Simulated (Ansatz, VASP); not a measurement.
**In: VASP beside Ansatz**

Contents of INCAR:

```
PREC     = Accurate       # precision mode
ENCUT    = 520            # plane-wave cutoff, eV
EDIFF    = 1E-8           # SCF threshold, eV
ISMEAR   = -1             # smearing method
SIGMA    = 0.05           # smearing width, eV
LREAL    = F              # projectors in reciprocal space
LASPH    = T              # aspherical terms in the spheres
NELM     = 80             # most SCF steps
ALGO     = Normal         # electronic algorithm
ISIF     = 2              # what is computed and relaxed
LWAVE    = F              # write WAVECAR
LCHARG   = F              # write CHGCAR
GGA      = PE             # functional
LEFG     = T            
NBANDS   = 12             # bands
```

File KPOINTS:

```
Automatic mesh
0
Gamma
  15 15 15
```

POSCAR

```
In
1.0
   -1.9357714232      1.9071639637      1.9071639637
    1.9071639637     -1.9357714232      1.9071639637
    1.9071639637      1.9071639637     -1.9357714232
In
1
Direct
    0.0000000000      0.0000000000      0.0000000000
```

Input for Ansatz:

```yaml
crystal:
  lattice:
    - [-1.9357714232, 1.9071639637, 1.9071639637]
    - [1.9071639637, -1.9357714232, 1.9071639637]
    - [1.9071639637, 1.9071639637, -1.9357714232]
  atoms:
    - { symbol: In, position: [0.0, 0.0, 0.0] }
kpoints:
  mp_grid: { grid: [15, 15, 15] }
scf:
  occupations: { method: fermi_dirac, width: 0.05 }
hamiltonian:
  xc: pbe
  pseudopotentials: { kind: all_electron, datasets: crystal }
output:
  forces: true
  stress: true
  eigenvalues: true
  efg: { contact_densities: true }
```

Change from the starting cell: equal xy, yz and zx shear strains of -1.5 %, crystal datasets.

Alike in both runs: task electric field gradients; functional PBE; k mesh 15 × 15 × 15; occupations fermi-dirac, width 0.05 eV; no spin polarisation.

```csv
,VASP,Ansatz
version,VASP 6.6.1,Ansatz 0.2.0
potentials or method,"VASP PAW PBE potentials, release 64 (In_d), cutoff 520 eV","all-electron PAW with datasets made for the crystal, scalar-relativistic"
```

```csv
,VASP,Ansatz,Ansatz less VASP
pressure (GPa),0.0,0.0,+0.03
"traceless stress, the component that is largest in VASP (GPa)",0.09,0.09,-0.001
size of Vzz on the site where it differs most (V/Å²),7.5,7.4,-0.15
```

Ansatz ran all-electron here, and VASP with PAW potentials. Ansatz's warnings: printed levels off.
